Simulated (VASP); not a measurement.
# CdTe (F-43m) in VASP: single point with r2SCAN

Aim: the single point of CdTe with r2SCAN.

All numbers are computed with VASP 6.6.1; they aren't measurements. Logs are shortened: lines on timing, memory, paths and dates and some standing lists are left out, and cuts for length are marked.

### 1 The cell of the first run

The structure is cubic, space group F-43m (No. 216). The conventional cell has a = 6.556 Å, b = 6.556 Å, c = 6.556 Å, α = 90.00°, β = 90.00°, γ = 90.00°. Cd (site symmetry -43m) has 4 Te at 2.84 Å within 3.7 Å. Within 3.7 Å of Te (site symmetry -43m) lie 4 Cd at 2.84 Å.

### 2 Single point, r2SCAN

Contents of POSCAR:

```
CdTe
1.0
    0.0000000000     -3.2778966132     -3.2778966132
    0.0000000000      3.2778966132     -3.2778966132
    6.5557932264      0.0000000000      0.0000000000
Cd Te
2 2
Direct
    0.5000000000      0.5000000000      0.5000000000
    0.0000000000      0.0000000000      0.0000000000
    0.0000000000      0.5000000000      0.2500000000
    0.5000000000      0.0000000000      0.7500000000
```

Contents of INCAR.step1:

```
SYSTEM = CdTe
PREC = Accurate
ENCUT = 520
ISMEAR = 0
SIGMA = 0.05
LREAL = .False.
LASPH = .True.
NELM = 60
NBANDS = 26
GGA = PE
ALGO = Normal
EDIFF = 1E-4
LWAVE = .True.
LCHARG = .False.
```

Contents of INCAR.step2:

```
SYSTEM = CdTe
PREC = Accurate
ENCUT = 520
EDIFF = 1E-7
ISMEAR = 0
SIGMA = 0.05
LREAL = .False.
LASPH = .True.
NELM = 60
ALGO = Normal
ISIF = 2
LWAVE = .False.
LCHARG = .True.
METAGGA = R2SCAN
LMIXTAU = .True.
LELF = .True.
LVHAR = .True.
NBANDS = 26
ISTART = 1
```

Contents of KPOINTS:

```
Automatic mesh
0
Gamma
  6 6 4
  0 0 0
```

Potentials or basis: VASP PAW PBE potentials, release 64 (Cd, Te).

Launch:

```bash
> cat potpaw_PBE.64/Cd/POTCAR potpaw_PBE.64/Te/POTCAR > POTCAR
> cp INCAR.step1 INCAR
> mpirun -np 1 vasp_std > vasp.out
> cp INCAR.step2 INCAR
> mpirun -np 1 vasp_std > vasp.out
```

OUTCAR:

```text
SYSTEM = CdTe
   PREC = Accurate
   ENCUT = 520
   EDIFF = 1E-7
   ISMEAR = 0
   LREAL = .False.
   LASPH = .True.
   NELM = 60
   ISIF = 2
   METAGGA = R2SCAN
   ISTART = 1

 ion  position               nearest neighbor table
   1  0.500  0.500  0.500-   3 2.84   4 2.84   4 2.84   3 2.84
   2  0.000  0.000  0.000-   3 2.84   4 2.84   3 2.84   4 2.84
   3  0.000  0.500  0.250-   1 2.84   2 2.84   2 2.84   1 2.84
   4  0.500  0.000  0.750-   1 2.84   2 2.84   1 2.84   2 2.84

  LATTYP: Found a simple tetragonal cell.
 ALAT       =     4.6356458464
 C/A-ratio  =     1.4142135624

  Lattice vectors:

 A1 = (   0.0000000000,  -3.2778966132,  -3.2778966132)
 A2 = (   0.0000000000,   3.2778966132,  -3.2778966132)
 A3 = (   6.5557932264,   0.0000000000,   0.0000000000)

Analysis of symmetry for initial positions (statically):
=====================================================================
 Subroutine PRICEL returns following result:

  LATTYP: Found a face centered cubic cell.
 ALAT       =     6.5557932264

  Lattice vectors:

 A1 = (  -3.2778966132,   0.0000000000,   3.2778966132)
 A2 = (  -3.2778966132,  -3.2778966132,   0.0000000000)
 A3 = (  -0.0000000000,  -3.2778966132,   3.2778966132)

   2 primitive cells build up your supercell.

 Routine SETGRP: Setting up the symmetry group for a
 simple tetragonal supercell.

 Subroutine GETGRP returns: Found  8 space group operations
 (whereof  8 operations were pure point group operations)
 out of a pool of 16 trial point group operations.

The static configuration has the point symmetry D_2d.

Analysis of symmetry for dynamics (positions and initial velocities):
=====================================================================
 Subroutine PRICEL returns following result:

  LATTYP: Found a face centered cubic cell.
 ALAT       =     6.5557932264

  Lattice vectors:

 A1 = (  -3.2778966132,   0.0000000000,   3.2778966132)
 A2 = (  -3.2778966132,  -3.2778966132,   0.0000000000)
 A3 = (  -0.0000000000,  -3.2778966132,   3.2778966132)

   2 primitive cells build up your supercell.

 Routine SETGRP: Setting up the symmetry group for a
 simple tetragonal supercell.

 Subroutine GETGRP returns: Found  8 space group operations
 (whereof  8 operations were pure point group operations)
 out of a pool of 16 trial point group operations.

The dynamic configuration has the point symmetry D_2d.

 Subroutine INISYM returns: Found  8 space group operations
 (whereof  8 operations are pure point group operations),
 and found     2 'primitive' translations

----------------------------------------------------------------------------------------

                                     Primitive cell

  volume of cell :      70.4394

  direct lattice vectors                    reciprocal lattice vectors
    -3.277896613  0.000000000  3.277896613    -0.152536843  0.152536843  0.152536843
    -3.277896613 -3.277896613  0.000000000    -0.152536843 -0.152536843 -0.152536843
    -0.000000000 -3.277896613  3.277896613     0.152536843 -0.152536843  0.152536843

  length of vectors
     4.635645846  4.635645846  4.635645846     0.264201562  0.264201562  0.264201562

  position of ions in fractional coordinates (direct lattice)
     0.000000000  0.000000000  0.000000000
     0.750000000  0.750000000  0.750000000

  ion indices of the primitive-cell ions
   primitive index   ion index
                 1           1
                 2           3

----------------------------------------------------------------------------------------

 KPOINTS: Automatic mesh

Automatic generation of k-mesh.
 Grid dimensions read from file:
 generate k-points for:    6    6    4

 Generating k-lattice:

  Cartesian coordinates                     Fractional coordinates (reciprocal lattice)
     0.000000000 -0.025422807 -0.025422807     0.166666667  0.000000000  0.000000000
     0.000000000  0.025422807 -0.025422807     0.000000000  0.166666667  0.000000000
     0.038134211  0.000000000  0.000000000     0.000000000  0.000000000  0.250000000

  Length of vectors
     0.035953279  0.035953279  0.038134211

  Shift w.r.t. Gamma in fractional coordinates (k-lattice)
     0.000000000  0.000000000  0.000000000

 Subroutine IBZKPT returns following result:
 ===========================================

 Found     30 irreducible k-points:

 Following reciprocal coordinates:
            Coordinates               Weight
  0.000000  0.000000  0.000000      1.000000
  0.166667  0.000000  0.000000      4.000000
  0.333333  0.000000  0.000000      4.000000
  0.500000  0.000000  0.000000      2.000000
  0.166667  0.166667  0.000000      4.000000
  0.333333  0.166667  0.000000      8.000000
[... 16 lines left out ...]
  0.333333  0.000000  0.500000      4.000000
  0.500000  0.000000  0.500000      2.000000
 [... further k-points ...]
   k-points           NKPTS =     30   k-points in BZ     NKDIM =     30   number of bands    NBANDS=     26
   number of dos      NEDOS =    301   number of ions     NIONS =      4
   total plane-waves  NPLWV =  64800
   dimension x,y,z NGX =    36 NGY =   36 NGZ =   50
   dimension x,y,z NGXF=    72 NGYF=   72 NGZF=  100
   ions per type =               2   2
   NGX,Y,Z   is equivalent  to a cutoff of  12.91, 12.91, 12.68 a.u.
   NGXF,Y,Z  is equivalent  to a cutoff of  25.82, 25.82, 25.36 a.u.
 SYSTEM =  CdTe
   PREC   = accura    normal or accurate (medium, high low for compatibility)
   ISTART =      1    job   : 0-new  1-cont  2-samecut
   ICHARG =      0    charge: 1-file 2-atom 10-const
   ISPIN  =      1    spin polarized calculation?
   LNONCOLLINEAR =      F non collinear calculations
   LSORBIT =      F    spin-orbit coupling
   LASPH  =      T    aspherical Exc in radial PAW
   ENCUT  =  520.0 eV  38.22 Ry    6.18 a.u.   8.62  8.62 12.19*2*pi/ulx,y,z
   NELM   =     60;   NELMIN=  2; NELMDL=  0     # of ELM steps
   EDIFF  = 0.1E-06   stopping-criterion for ELM
   LREAL  =      F    real-space projection
   EDIFFG = 0.1E-05   stopping-criterion for IOM
   NSW    =      0    number of steps for IOM
   IBRION =     -1    ionic relax: 0-MD 1-quasi-New 2-CG
   NFREE  =      0    steps in history (QN), initial steepest desc. (CG)
   ISIF   =      2    stress and relaxation
   ISYM   =      2    0-nonsym 1-usesym 2-fastsym
   POTIM  = 0.5000    time-step for ionic-motion
   TEBEG  =    0.0;   TEEND  =   0.0 temperature during run
   PSTRESS=    0.0 pullay stress
   NELECT =      36.0000    total number of electrons
   NUPDOWN=      -1.0000    fix difference up-down
   EMIN   =  10.00;   EMAX   =-10.00  energy-range for DOS
   EFERMI =   0.00;   METHOD = LEGACY
   ISMEAR =     0;   SIGMA  =   0.05  broadening in eV -4-tet -1-fermi 0-gaus
   EFERMI_NEDOS =   21; number of points for ismear=-14 and -15
   IALGO  =     38    algorithm
   IMIX   =      4    mixing-type and parameters
     AMIX     =   0.40;   BMIX     =  1.00
     AMIX_MAG =   1.60;   BMIX_MAG =  1.00
  volume/ion in A,a.u.               =      35.22       237.67
  Fermi-wavevector in a.u.,A,eV,Ry     =   1.038868  1.963176 14.684046  1.079247
  Thomas-Fermi vector in A             =   2.173372
   LORBIT       =      0    0 simple, 1 ext, 2 COOP (PROOUT), +10 PAW based schemes
   METAGGA = R2SCAN    functional components
   LHFCALC =     F    Hartree Fock is set to
   AEXX    =    0.0000 exact exchange contribution
   IVDW    =     0    specifies the selected vdW correction
   LEPSILON=     F    determine dielectric tensor
   LRPA    =     F    only Hartree local field effects (RPA)
 non-spin polarized calculation
 Gauss-broadening in eV      SIGMA  =   0.05
  energy-cutoff  :      520.00
  volume of cell :      140.88
 maximum number of plane-waves:      3848
 NGX is ok and might be reduce to    36
   NGX = 17   NGY = 17   NGZ = 25

 number of electron      36.0000002 magnetization

 Free energy of the ion-electron system (eV)
  ---------------------------------------------------
  ext. energy  EPLUGINS =         0.00000000
  ---------------------------------------------------
  free energy    TOTEN  =       -93.28803334 eV

  energy without entropy =      -93.28803334  energy(sigma->0) =      -93.28803334

 E-fermi :   2.0280     XC(G=0):  -8.9447

 val. band max:        1.7923880122   @ k =   0.0000   0.0000   0.0000
 cond. band min:       2.9523853033   @ k =   0.0000   0.0000   0.0000
 fundamental gap:      1.1599972911
 Fermi energy:         2.0280386294

 k-point     1 :       0.0000    0.0000    0.0000
  band No.  band energies     occupation
      1      -9.5362      2.00000
      2      -9.0458      2.00000
      3      -6.6579      2.00000
      4      -6.6579      2.00000
      5      -6.6578      2.00000
      6      -6.5014      2.00000
[... 18 lines left out ...]
     25       9.6605      0.00000
     26      11.0543      0.00000

 k-point     2 :       0.1667    0.0000    0.0000
  band No.  band energies     occupation
      1      -9.4704      2.00000
      2      -9.0485      2.00000
      3      -6.6476      2.00000
      4      -6.6402      2.00000
      5      -6.6038      2.00000
      6      -6.5298      2.00000
[... 18 lines left out ...]
     25      10.0040      0.00000
     26      10.3924      0.00000

 k-point     3 :       0.3333    0.0000    0.0000
  band No.  band energies     occupation
      1      -9.3149      2.00000
      2      -9.0752      2.00000
      3      -6.6196      2.00000
      4      -6.6046      2.00000
      5      -6.5565      2.00000
      6      -6.5417      2.00000
[... 18 lines left out ...]
     25       9.0698      0.00000
     26       9.1761      0.00000

 k-point     4 :       0.5000    0.0000    0.0000
  band No.  band energies     occupation
      1      -9.1621      2.00000
      2      -9.1621      2.00000
      3      -6.5813      2.00000
      4      -6.5813      2.00000
      5      -6.5766      2.00000
      6      -6.5766      2.00000
[... 18 lines left out ...]
     25       8.0737      0.00000
     26       8.0737      0.00000

 k-point     5 :       0.1667    0.1667    0.0000
  band No.  band energies     occupation
      1      -9.4096      2.00000
      2      -9.0470      2.00000
      3      -6.6218      2.00000
      4      -6.6216      2.00000
      5      -6.5692      2.00000
      6      -6.5297      2.00000
[... 18 lines left out ...]
     25       8.9225      0.00000
     26       9.1740      0.00000

 k-point     6 :       0.3333    0.1667    0.0000
  band No.  band energies     occupation
      1      -9.2676      2.00000
      2      -9.0623      2.00000
      3      -6.5926      2.00000
      4      -6.5842      2.00000
      5      -6.5476      2.00000
      6      -6.5367      2.00000
[... 427 lines left out ...]
 k-point    21 :       0.0000    0.0000    0.5000
  band No.  band energies     occupation
      1      -9.2844      2.00000
      2      -9.2844      2.00000
      3      -6.5838      2.00000
      4      -6.5838      2.00000
      5      -6.5838      2.00000
      6      -6.5838      2.00000
[... 18 lines left out ...]
     25       8.7016      0.00000
     26       8.7016      0.00000

 k-point    22 :       0.1667    0.0000    0.5000
  band No.  band energies     occupation
      1      -9.2530      2.00000
      2      -9.2530      2.00000
      3      -6.5966      2.00000
      4      -6.5966      2.00000
      5      -6.5866      2.00000
      6      -6.5866      2.00000
[... 18 lines left out ...]
     25       8.3393      0.00000
     26       8.3393      0.00000

 k-point    23 :       0.3333    0.0000    0.5000
  band No.  band energies     occupation
      1      -9.1906      2.00000
      2      -9.1906      2.00000
      3      -6.5986      2.00000
      4      -6.5986      2.00000
      5      -6.5927      2.00000
      6      -6.5927      2.00000
[... 18 lines left out ...]
     25       8.7314      0.00000
     26       8.7314      0.00000

 k-point    24 :       0.5000    0.0000    0.5000
  band No.  band energies     occupation
      1      -9.1597      2.00000
      2      -9.1597      2.00000
      3      -6.5959      2.00000
      4      -6.5959      2.00000
      5      -6.5958      2.00000
      6      -6.5958      2.00000
[... 18 lines left out ...]
     25       9.1740      0.00000
     26       9.1740      0.00000

 [... further k-points ...]

------------------------ aborting loop because EDIFF is reached ----------------------------------------

  FORCE on cell =-STRESS in cart. coord.  units (eV):
  Direction    XX          YY          ZZ          XY          YZ          ZX
  --------------------------------------------------------------------------------------
  -------------------------------------------------------------------------------------
  Total        0.1094091      0.1269262      0.1269262      0.0000000      0.0000000      0.0000000
  in kB        1.2442809      1.4434981      1.4434981      0.0000000      0.0000000      0.0000000
  external PRESSURE =       1.3770924 kB  Pullay stress =       0.0000000 kB

 VOLUME and BASIS-vectors are now :
 -----------------------------------------------------------------------------
  energy-cutoff  :      520.00
  volume of cell :      140.88
      direct lattice vectors                 reciprocal lattice vectors
     0.000000000 -3.277896613 -3.277896613     0.000000000 -0.152536843 -0.152536843
     0.000000000  3.277896613 -3.277896613     0.000000000  0.152536843 -0.152536843
     6.555793226  0.000000000  0.000000000     0.152536843  0.000000000  0.000000000

 POSITION                                       TOTAL-FORCE (eV/Angst)
 -----------------------------------------------------------------------------------
      3.27790      0.00000     -3.27790        -0.000000      0.000000      0.000000
      0.00000      0.00000      0.00000         0.000000      0.000000      0.000000
      1.63895      1.63895     -1.63895         0.000000     -0.000000     -0.000000
      4.91684     -1.63895     -1.63895         0.000000     -0.000000     -0.000000
 -----------------------------------------------------------------------------------
    total drift:                                0.000000      0.000000     -0.000000

  FREE ENERGIE OF THE ION-ELECTRON SYSTEM (eV)
  ---------------------------------------------------
  free  energy   TOTEN  =       -93.2880333425 eV

  energy  without entropy=      -93.2880333425  energy(sigma->0) =      -93.28803334
```

Wall time 5.6 min (1 thread of Intel Xeon 8259CL, shared host); peak memory 0.32 GiB.

Results:

| Quantity | Value |
| --- | --- |
| Free energy | -93.2880 eV |
| Pressure | 0.1 GPa |
| Band gap on the k mesh | 1.16 eV |

Caveat: the PAW data sets were made with another functional, which shifts forces and pressure a little; spin-orbit coupling is left out, which moves the levels of the heavy elements.
